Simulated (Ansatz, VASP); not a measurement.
## CO2 in VASP and in Ansatz

Contents of INCAR:

```
SYSTEM = CO2
PREC = Accurate ; ENCUT = 910
EDIFF = 1E-6 ; ISMEAR = 0
SIGMA = 0.01 ; LREAL = .FALSE.
LASPH = .TRUE. ; NELM = 120
ALGO = Normal ; ISIF = 2
LWAVE = .FALSE. ; LCHARG = .TRUE.
GGA = PS ; LELF = .TRUE.
LVHAR = .TRUE. ; NBANDS = 25
GGA_COMPAT = .FALSE.
```

Contents of KPOINTS:

```
Automatic mesh
0
G
  6 6 6
  0 0 0
```

The input POSCAR:

```
CO2
1.0
   -1.9548127153      1.9548127153      2.9673315043
    1.9548127153     -1.9548127153      2.9673315043
    1.9548127153      1.9548127153     -2.9673315043
C O
2 4
Direct
    0.0000000000      0.0000000000      0.0000000000
    0.7500000000      0.2500000000      0.5000000000
    0.3750000000      0.2923507872      0.4173507872
    0.7076492128      0.1250000000      0.0826492128
    0.8750000000      0.9576492128      0.5826492128
    0.0423507872      0.6250000000      0.9173507872
```

Input for Ansatz:

```yaml
crystal:
  lattice:
    - [-1.9548127153, 1.9548127153, 2.9673315043]
    - [1.9548127153, -1.9548127153, 2.9673315043]
    - [1.9548127153, 1.9548127153, -2.9673315043]
  atoms:
    - { symbol: C, position: [0.0, 0.0, 0.0] }
    - { symbol: C, position: [0.75, 0.25, 0.5] }
    - { symbol: O, position: [0.375, 0.2923507872, 0.4173507872] }
    - { symbol: O, position: [0.7076492128, 0.125, 0.0826492128] }
    - { symbol: O, position: [0.875, 0.9576492128, 0.5826492128] }
    - { symbol: O, position: [0.0423507872, 0.625, 0.9173507872] }
kpoints:
  mp_grid: { grid: [6, 6, 6] }
hamiltonian:
  xc: pbesol
scf:
  occupations: { method: fixed }
  n_extra_bands: 5
output:
  forces: true
  stress: true
  eigenvalues: true
```

Alike in both runs: task single point; functional PBEsol; k mesh 6 × 6 × 6; no spin polarisation.

```csv
,VASP,Ansatz
version,VASP 6.6.1,Ansatz 0.2.0
potentials or method,"VASP PAW PBE potentials, release 64 (C_h, O_h)","plane waves, PAW"
plane-wave cutoff (eV),910,420
occupations,"gaussian, width 0.01 eV",fixed
valence electrons in the cell,32,32
```

Ansatz gave:

| Property | Result |
| --- | --- |
| gap on the k mesh at the Fermi level (eV) | 7.67 |
| rms of the force components (eV/Å) | 0.033 |

Question: Which values does VASP return?

Answer: gap on the k mesh at the Fermi level (eV): 7.65; rms of the force components (eV/Å): 0.047.

VASP's potentials were made for PBE, not for PBEsol. Atom by atom the forces differ by 0.015 eV/Å (rms over components).

Noted on VASP's run: the cutoff is short for stress, so the pressure is rough.
